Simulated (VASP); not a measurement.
# InSe5 (F-43m) in VASP: single point with PBE

Aim: the single point of InSe5 with PBE.

All numbers are computed with VASP 6.6.1; they aren't measurements. Logs are shortened: lines on timing, memory, paths and dates and some standing lists are left out, and cuts for length are marked.

## (1) The cell of the first run

It takes space group F-43m (No. 216, cubic). The conventional cell has a = 8.592 Å, b = 8.592 Å, c = 8.592 Å, α = 90.00°, β = 90.00°, γ = 90.00°. Within 4.7 Å of In (site symmetry -43m) lie 16 Se at 3.56 to 3.72 Å. Within 4.0 Å of Se (site symmetry 3m) lie 9 Se at 3.03 to 3.56 Å and 3 In at 3.56 Å. Within 4.7 Å of Se (site symmetry -43m) lie 12 Se at 3.56 Å and 4 In at 3.72 Å.

The cell was built from a structure type or drawn by symmetry, and may not be a known phase.

## (2) Single point, PBE

Contents of INCAR:

```
SYSTEM = InSe5
PREC = Accurate
ENCUT = 520
EDIFF = 1E-7
ISMEAR = 0
SIGMA = 0.1
LREAL = .False.
LASPH = .True.
NELM = 100
ALGO = Normal
ISIF = 2
LWAVE = .False.
LCHARG = .False.
GGA = PE
NBANDS = 30
```

Contents of KPOINTS:

```
regular mesh
0
Gamma
  4 4 4
  0 0 0
```

Contents of POSCAR:

```
InSe5
1.0
    0.0000000000      4.2959888300      4.2959888300
    4.2959888300      0.0000000000      4.2959888300
    4.2959888300      4.2959888300      0.0000000000
In Se
1 5
Direct
    0.0000000000      0.0000000000      0.0000000000
    0.3752183100      0.8743450600      0.3752183100
    0.3752183100      0.3752183100      0.3752183100
    0.7500000000      0.7500000000      0.7500000000
    0.8743450600      0.3752183100      0.3752183100
    0.3752183100      0.3752183100      0.8743450600
```

Potentials or basis: VASP PAW PBE potentials, release 64 (In_d, Se).

Run with:

```sh
cat potpaw_PBE.64/In_d/POTCAR potpaw_PBE.64/Se/POTCAR > POTCAR
mpirun -np 1 vasp_std > vasp.out
```

OUTCAR:

```text
SYSTEM = InSe5
   PREC = Accurate
   ENCUT = 520
   EDIFF = 1E-7
   ISMEAR = 0
   LREAL = .False.
   LASPH = .True.
   NELM = 100
   ISIF = 2
   GGA = PE

 ion  position               nearest neighbor table
   1  0.000  0.000  0.000-
   2  0.375  0.874  0.375-
   3  0.375  0.375  0.375-
   4  0.750  0.750  0.750-
   5  0.874  0.375  0.375-
   6  0.375  0.375  0.874-

  LATTYP: Found a face centered cubic cell.
 ALAT       =     8.5919776600

  Lattice vectors:

 A1 = (   0.0000000000,   4.2959888300,   4.2959888300)
 A2 = (   4.2959888300,   0.0000000000,   4.2959888300)
 A3 = (   4.2959888300,   4.2959888300,   0.0000000000)

Analysis of symmetry for initial positions (statically):
=====================================================================
 Subroutine PRICEL returns:
 Original cell was already a primitive cell.

 Routine SETGRP: Setting up the symmetry group for a
 face centered cubic supercell.

 Subroutine GETGRP returns: Found 24 space group operations
 (whereof 24 operations were pure point group operations)
 out of a pool of 48 trial point group operations.

The static configuration has the point symmetry T_d .

Analysis of symmetry for dynamics (positions and initial velocities):
=====================================================================
 Subroutine PRICEL returns:
 Original cell was already a primitive cell.

 Routine SETGRP: Setting up the symmetry group for a
 face centered cubic supercell.

 Subroutine GETGRP returns: Found 24 space group operations
 (whereof 24 operations were pure point group operations)
 out of a pool of 48 trial point group operations.

The dynamic configuration has the point symmetry T_d .

 Subroutine INISYM returns: Found 24 space group operations
 (whereof 24 operations are pure point group operations),
 and found     1 'primitive' translations

----------------------------------------------------------------------------------------

                                     Primitive cell

  volume of cell :     158.5694

  direct lattice vectors                    reciprocal lattice vectors
     0.000000000  4.295988830  4.295988830    -0.116387640  0.116387640  0.116387640
     4.295988830  0.000000000  4.295988830     0.116387640 -0.116387640  0.116387640
     4.295988830  4.295988830  0.000000000     0.116387640  0.116387640 -0.116387640

  length of vectors
     6.075445667  6.075445667  6.075445667     0.201589305  0.201589305  0.201589305

  position of ions in fractional coordinates (direct lattice)
     0.000000000  0.000000000  0.000000000
     0.375218310  0.874345060  0.375218310
     0.375218310  0.375218310  0.375218310
     0.750000000  0.750000000  0.750000000
     0.874345060  0.375218310  0.375218310
     0.375218310  0.375218310  0.874345060

  ion indices of the primitive-cell ions
   primitive index   ion index
                 1           1
                 2           2
                 3           3
                 4           4
                 5           5
                 6           6

----------------------------------------------------------------------------------------

 KPOINTS: regular mesh

Automatic generation of k-mesh.
 Grid dimensions read from file:
 generate k-points for:    4    4    4

 Generating k-lattice:

  Cartesian coordinates                     Fractional coordinates (reciprocal lattice)
    -0.029096910  0.029096910  0.029096910     0.250000000  0.000000000  0.000000000
     0.029096910 -0.029096910  0.029096910     0.000000000  0.250000000  0.000000000
     0.029096910  0.029096910 -0.029096910     0.000000000  0.000000000  0.250000000

  Length of vectors
     0.050397326  0.050397326  0.050397326

  Shift w.r.t. Gamma in fractional coordinates (k-lattice)
     0.000000000  0.000000000  0.000000000

 Subroutine IBZKPT returns following result:
 ===========================================

 Found      8 irreducible k-points:

 Following reciprocal coordinates:
            Coordinates               Weight
  0.000000  0.000000  0.000000      1.000000
  0.250000  0.000000  0.000000      8.000000
  0.500000  0.000000  0.000000      4.000000
  0.250000  0.250000  0.000000      6.000000
  0.500000  0.250000  0.000000     24.000000
 -0.250000  0.250000  0.000000     12.000000
  0.500000  0.500000  0.000000      3.000000
 -0.250000  0.500000  0.250000      6.000000
   k-points           NKPTS =      8   k-points in BZ     NKDIM =      8   number of bands    NBANDS=     30
   number of dos      NEDOS =    301   number of ions     NIONS =      6
   total plane-waves  NPLWV = 110592
   dimension x,y,z NGX =    48 NGY =   48 NGZ =   48
   dimension x,y,z NGXF=    96 NGYF=   96 NGZF=   96
   ions per type =               1   5
   NGX,Y,Z   is equivalent  to a cutoff of  13.13, 13.13, 13.13 a.u.
   NGXF,Y,Z  is equivalent  to a cutoff of  26.27, 26.27, 26.27 a.u.
 SYSTEM =  InSe5
   PREC   = accura    normal or accurate (medium, high low for compatibility)
   ISTART =      0    job   : 0-new  1-cont  2-samecut
   ICHARG =      2    charge: 1-file 2-atom 10-const
   ISPIN  =      1    spin polarized calculation?
   LNONCOLLINEAR =      F non collinear calculations
   LSORBIT =      F    spin-orbit coupling
   LASPH  =      T    aspherical Exc in radial PAW
   ENCUT  =  520.0 eV  38.22 Ry    6.18 a.u.  11.30 11.30 11.30*2*pi/ulx,y,z
   NELM   =    100;   NELMIN=  2; NELMDL= -5     # of ELM steps
   EDIFF  = 0.1E-06   stopping-criterion for ELM
   LREAL  =      F    real-space projection
   EDIFFG = 0.1E-05   stopping-criterion for IOM
   NSW    =      0    number of steps for IOM
   IBRION =     -1    ionic relax: 0-MD 1-quasi-New 2-CG
   NFREE  =      0    steps in history (QN), initial steepest desc. (CG)
   ISIF   =      2    stress and relaxation
   ISYM   =      2    0-nonsym 1-usesym 2-fastsym
   POTIM  = 0.5000    time-step for ionic-motion
   TEBEG  =    0.0;   TEEND  =   0.0 temperature during run
   PSTRESS=    0.0 pullay stress
   NELECT =      43.0000    total number of electrons
   NUPDOWN=      -1.0000    fix difference up-down
   EMIN   =  10.00;   EMAX   =-10.00  energy-range for DOS
   EFERMI =   0.00;   METHOD = LEGACY
   ISMEAR =     0;   SIGMA  =   0.10  broadening in eV -4-tet -1-fermi 0-gaus
   EFERMI_NEDOS =   21; number of points for ismear=-14 and -15
   IALGO  =     38    algorithm
   IMIX   =      4    mixing-type and parameters
     AMIX     =   0.40;   BMIX     =  1.00
     AMIX_MAG =   1.60;   BMIX_MAG =  1.00
  volume/ion in A,a.u.               =      26.43       178.35
  Fermi-wavevector in a.u.,A,eV,Ry     =   1.059639  2.002427 15.277088  1.122834
  Thomas-Fermi vector in A             =   2.194991
   LORBIT       =      0    0 simple, 1 ext, 2 COOP (PROOUT), +10 PAW based schemes
   GGA     = PE    functional components
   LHFCALC =     F    Hartree Fock is set to
   AEXX    =    0.0000 exact exchange contribution
   IVDW    =     0    specifies the selected vdW correction
   LEPSILON=     F    determine dielectric tensor
   LRPA    =     F    only Hartree local field effects (RPA)
 non-spin polarized calculation
 Gauss-broadening in eV      SIGMA  =   0.10
  energy-cutoff  :      520.00
  volume of cell :      158.57
 maximum number of plane-waves:      4314
 NGX is ok and might be reduce to    48
   NGX = 23   NGY = 23   NGZ = 23

 number of electron      42.9999997 magnetization

 Free energy of the ion-electron system (eV)
  ---------------------------------------------------
  ext. energy  EPLUGINS =         0.00000000
  ---------------------------------------------------
  free energy    TOTEN  =       -16.45434843 eV

  energy without entropy =      -16.38206383  energy(sigma->0) =      -16.41820613

 E-fermi :   3.4818     XC(G=0):  -9.4747

 val. band max:        3.4306936547   @ k =  -0.2500   0.2500   0.0000
 cond. band min:       3.5336181618   @ k =  -0.2500   0.2500   0.0000
 fundamental gap:      0.1029245071
 Fermi energy:         3.4818139083

 k-point     1 :       0.0000    0.0000    0.0000
  band No.  band energies     occupation
      1     -11.1353      2.00000
      2     -10.2863      2.00000
      3     -10.2863      2.00000
      4     -10.2863      2.00000
      5     -10.2828      2.00000
      6     -10.2828      2.00000
[... 22 lines left out ...]
     29       7.6736      0.00000
     30      10.2307      0.00000

 k-point     2 :       0.2500    0.0000    0.0000
  band No.  band energies     occupation
      1     -10.9240      2.00000
      2     -10.2887      2.00000
      3     -10.2887      2.00000
      4     -10.2862      2.00000
      5     -10.2815      2.00000
      6     -10.2815      2.00000
[... 22 lines left out ...]
     29       7.6106      0.00000
     30      10.8756      0.00000

 k-point     3 :       0.5000    0.0000    0.0000
  band No.  band energies     occupation
      1     -10.5971      2.00000
      2     -10.2914      2.00000
      3     -10.2914      2.00000
      4     -10.2799      2.00000
      5     -10.2799      2.00000
      6     -10.2736      2.00000
[... 22 lines left out ...]
     29       7.6563      0.00000
     30      10.0918      0.00000

 k-point     4 :       0.2500    0.2500    0.0000
  band No.  band energies     occupation
      1     -10.8468      2.00000
      2     -10.3008      2.00000
      3     -10.2830      2.00000
      4     -10.2830      2.00000
      5     -10.2822      2.00000
      6     -10.2759      2.00000
[... 22 lines left out ...]
     29       7.3846      0.00000
     30      11.0596      0.00000

 k-point     5 :       0.5000    0.2500    0.0000
  band No.  band energies     occupation
      1     -10.4935      2.00000
      2     -10.3130      2.00000
      3     -10.2864      2.00000
      4     -10.2827      2.00000
      5     -10.2797      2.00000
      6     -10.2243      2.00000
[... 22 lines left out ...]
     29       7.5700      0.00000
     30      10.6532      0.00000

 k-point     6 :      -0.2500    0.2500    0.0000
  band No.  band energies     occupation
      1     -10.6257      2.00000
      2     -10.3005      2.00000
      3     -10.2904      2.00000
      4     -10.2841      2.00000
      5     -10.2807      2.00000
      6     -10.2590      2.00000
[... 22 lines left out ...]
     29       7.7689      0.00000
     30      10.8326      0.00000

 k-point     7 :       0.5000    0.5000    0.0000
  band No.  band energies     occupation
      1     -10.3678      2.00000
      2     -10.3401      2.00000
      3     -10.2816      2.00000
      4     -10.2792      2.00000
      5     -10.2792      2.00000
      6      -9.9918      2.00000
[... 22 lines left out ...]
     29       7.1817      0.00000
     30      11.3894      0.00000

 k-point     8 :      -0.2500    0.5000    0.2500
  band No.  band energies     occupation
      1     -10.3504      2.00000
      2     -10.3408      2.00000
      3     -10.2865      2.00000
      4     -10.2838      2.00000
      5     -10.2790      2.00000
      6      -9.9635      2.00000
[... 22 lines left out ...]
     29       7.8478      0.00000
     30      11.0065      0.00000

------------------------ aborting loop because EDIFF is reached ----------------------------------------

  FORCE on cell =-STRESS in cart. coord.  units (eV):
  Direction    XX          YY          ZZ          XY          YZ          ZX
  --------------------------------------------------------------------------------------
  -------------------------------------------------------------------------------------
  Total       -3.8587056     -3.8587056     -3.8587056      0.0000000      0.0000000      0.0000000
  in kB      -38.9881657    -38.9881657    -38.9881657      0.0000000      0.0000000      0.0000000
  external PRESSURE =     -38.9881657 kB  Pullay stress =       0.0000000 kB

 VOLUME and BASIS-vectors are now :
 -----------------------------------------------------------------------------
  energy-cutoff  :      520.00
  volume of cell :      158.57
      direct lattice vectors                 reciprocal lattice vectors
     0.000000000  4.295988830  4.295988830    -0.116387640  0.116387640  0.116387640
     4.295988830  0.000000000  4.295988830     0.116387640 -0.116387640  0.116387640
     4.295988830  4.295988830  0.000000000     0.116387640  0.116387640 -0.116387640

 POSITION                                       TOTAL-FORCE (eV/Angst)
 -----------------------------------------------------------------------------------
      0.00000      0.00000      0.00000         0.000000      0.000000      0.000000
      5.36811      3.22387      5.36811        -0.104780      0.104780     -0.104780
      3.22387      3.22387      3.22387         0.104780      0.104780      0.104780
      6.44398      6.44398      6.44398         0.000000      0.000000      0.000000
      3.22387      5.36811      5.36811         0.104780     -0.104780     -0.104780
      5.36811      5.36811      3.22387        -0.104780     -0.104780      0.104780
 -----------------------------------------------------------------------------------
    total drift:                                0.000031      0.000031      0.000031

  FREE ENERGIE OF THE ION-ELECTRON SYSTEM (eV)
  ---------------------------------------------------
  free  energy   TOTEN  =       -16.4543484339 eV

  energy  without entropy=      -16.3820638334  energy(sigma->0) =      -16.41820613
```

Wall time 88 s (1 thread of Intel Xeon 8259CL, shared host); peak memory 0.32 GiB.

What came out:

```
Free energy            : -16.4543 eV
Pressure               : -3.9 GPa
Largest force          : 0.181 eV/Å
Band gap on the k mesh : zero (an odd number of electrons rules out a gap without spin polarisation)
```

Forces on the atoms (eV/Å):
```
In   0.000  0.000  0.000
Se  -0.105  0.105 -0.105
Se   0.105  0.105  0.105
Se   0.000  0.000  0.000
Se   0.105 -0.105 -0.105
Se  -0.105 -0.105  0.105
```

Caveat: the cell stands under tension; spin-orbit coupling is left out, which moves the levels of the heavy elements.
